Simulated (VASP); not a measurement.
## Rh: single point with LDA

Crystal: Rh.

```
Rh
1.0
     2.69805    0.01758   -0.00155
    -1.33381    2.36873    0.02524
    -0.00251    0.04581    4.38592
Rh
2
Direct
  0.66946 0.33704 0.74158
  0.34567 0.68564 0.26188
```

- Program: VASP 6.6.1
- Task: single point
- Functional: LDA
- Potentials or basis: VASP PAW LDA potentials, release 64 (Rh_pv)
- Cutoff: 520 eV
- k mesh: 8 × 8 × 5
- Occupations: methfessel-paxton, width 0.1 eV
- Spin: no spin polarisation

* Pressure: -13.3 GPa
* Largest force: 0.823 eV/Å
* Band gap on the k mesh: zero (band 15 reaches 11.99 eV, above the bottom of band 16 at 9.95 eV)

Forces on the atoms (eV/Å):
```
Rh   0.054  0.040  0.820
Rh  -0.054 -0.040 -0.820
```

Stress tensor (GPa, compression positive):
```
-11.55  -1.62   0.38
 -1.62 -15.18  -0.84
  0.38  -0.84 -13.27
```

Levels at points of the mesh, in eV from the Fermi level:
```
           k point  band 12  band 13  band 14  band 15  band 16  band 17  band 18  band 19
(0.00, 0.00, 0.00)    -2.66    -2.38    -1.88    -1.72     0.10     0.23     0.79     8.31
(0.50, 0.00, 0.00)    -2.16    -2.06     0.40     0.61     0.73     2.87     5.04     9.57
(0.00, 0.50, 0.00)    -2.26    -2.25     0.35     0.60     0.75     2.97     4.78    10.06
(0.50, 0.50, 0.00)    -2.04    -2.02     0.44     0.59     0.76     3.00     5.16     9.75
```

It took 30 s on 1 thread of Intel(R) Xeon(R) 6975P-C (Granite Rapids), with other jobs on the host, peak memory 0.18 GiB.
